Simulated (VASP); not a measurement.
**CaAl15N15 (a cell with a defect): single point with PBE**

System: CaAl15N15 (a cell with a defect).

```
Al Ca N
1.0
     6.25951    0.00000    0.00000
    -3.12976    5.42090    0.00000
     0.00000    0.00000   10.03481
Al Ca N
15 1 15
Direct
  0.33551 0.16460 0.20969
  0.33164 0.16882 0.75961
  0.16206 0.33776 0.99635
  0.33606 0.67290 0.24829
  0.15577 0.79614 0.50647
  0.33242 0.66638 0.75403
  0.15908 0.82724 0.99841
  0.82723 0.16409 0.24820
  0.70451 0.34484 0.50665
  0.83364 0.16771 0.75414
  0.67269 0.34089 0.99846
  0.83045 0.66960 0.25112
  0.66029 0.83902 0.50219
  0.82872 0.67204 0.75051
  0.66443 0.83528 0.00091
  0.19927 0.29903 0.48959
  0.16684 0.33405 0.19269
  0.33203 0.16783 0.95044
  0.16718 0.33283 0.70867
  0.34350 0.68954 0.43273
  0.16010 0.82641 0.18889
  0.33130 0.67246 0.94313
  0.16706 0.83763 0.69118
  0.80910 0.15568 0.43261
  0.67362 0.33987 0.18888
  0.82709 0.16824 0.94319
  0.66322 0.33392 0.69123
  0.83044 0.66975 0.44279
  0.66770 0.83240 0.18859
  0.82929 0.67066 0.93850
  0.66444 0.83569 0.69150
```

```json
{"Program": "VASP 6.6.1", "Task": "single point", "Functional": "PBE", "Potentials or basis": "VASP PAW PBE potentials, release 64 (Al, Ca_sv, N)", "Cutoff": "520 eV", "k mesh": "1 × 1 × 1, shifted", "Occupations": "gaussian, width 0.01 eV", "Spin": "collinear spin", "Fixed moment": "1 μB", "Dipole correction": "no", "Charge": "1", "Further INCAR settings": "LREAL = Auto; ALGO = Normal; EDIFF = 1e-06; NBANDS = 90; ISYM = -1; NELECT = 129.0"}
```

- Largest force: 0.070 eV/Å
- Net moment: 1.00 μB per cell
- Site moments: Al +0.02, +0.00, -0.00, +0.03 (each value once); Ca +0.07; N +0.01, -0.00, +0.00, +0.03, +0.02, +0.06 (each value once) μB
- Valence electrons inside the program's atomic spheres: Al 0.82, 0.80, 0.79, 0.81 (each value once); Ca 8.36; N 3.82, 3.83, 3.86, 3.85, 3.81, 3.84 (each value once)

Forces in eV/Å, atoms in the order of the input:
```
Al   0.003 -0.001 -0.007
Al   0.001 -0.002  0.005
Al   0.002 -0.001  0.000
Al   0.003  0.000 -0.005
Al  -0.002 -0.001  0.005
Al  -0.004  0.005  0.008
Al  -0.003  0.003 -0.001
Al   0.001 -0.003 -0.005
Al   0.001  0.002  0.004
Al  -0.006  0.000  0.007
Al  -0.004  0.002 -0.001
Al   0.002 -0.002  0.004
Al   0.002 -0.001  0.003
Al   0.000  0.000  0.005
Al   0.001  0.001  0.001
Ca   0.058 -0.033 -0.022
N   -0.004  0.002 -0.004
N    0.003 -0.002 -0.007
N   -0.009  0.006  0.043
N   -0.003  0.047 -0.017
N   -0.002 -0.002  0.000
N    0.002  0.002 -0.004
N    0.003 -0.002  0.008
N   -0.042 -0.021 -0.017
N    0.001  0.003  0.000
N   -0.001 -0.003 -0.004
N    0.003 -0.001  0.008
N   -0.004  0.002 -0.003
N   -0.001  0.001  0.000
N    0.001 -0.001 -0.003
N    0.000  0.000 -0.002
```

It took 10 min on 1 thread of AMD EPYC 7571 (shared host), peak memory 0.55 GiB.

Caveat: the cell carries a net charge on a neutralising background, which shifts energy and pressure; the total moment is fixed, so each spin has its own Fermi level and the state may be an excited one.
